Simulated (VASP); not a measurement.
Pt: single point with LDA

Pt:

```
CELL_PARAMETERS angstrom
0.09734 2.05384 2.05384
2.05384 0.09734 2.05384
2.05384 2.05384 0.09734
ATOMIC_POSITIONS crystal
Pt 0.00000 0.00000 0.00000
```

| Item | Value |
| --- | --- |
| Program | VASP 6.6.1 |
| Task | single point |
| Functional | LDA |
| Potentials or basis | VASP PAW LDA potentials, release 64 (Pt) |
| Cutoff | 520 eV |
| k mesh | 20 × 20 × 20 |
| Occupations | gaussian, width 0.15 eV |
| Spin | no spin polarisation |

```yaml
Pressure: -19.2 GPa
Band_gap_on_the_k_mesh: zero (band 5 reaches 10.43 eV, above the bottom of band 6 at 8.36 eV)
```

Stress tensor (GPa, compression positive):
```
-19.20  -2.41  -2.41
 -2.41 -19.20  -2.41
 -2.41  -2.41 -19.20
```

Levels at points of the mesh, in eV from the Fermi level:
```
           k point  band 3  band 4  band 5  band 6  band 7  band 8
(0.00, 0.00, 0.00)   -3.26   -3.26   -1.35   -1.35   14.63   18.02
(0.50, 0.00, 0.00)   -2.97   -0.22    0.01    0.34    5.75   14.13
(0.50, 0.50, 0.00)   -0.06    0.42    0.54    1.93    8.26   10.33
(0.50, 0.50, 0.50)   -3.43   -0.73   -0.04   -0.04    4.42   14.86
```

Wall time 110 s on 1 thread of Intel(R) Xeon(R) Platinum 8259CL CPU @ 2.50GHz (Skylake/Cascade Lake) (shared host), peak memory 0.25 GiB.

Caveat: spin-orbit coupling is left out, which moves the levels of the heavy elements.
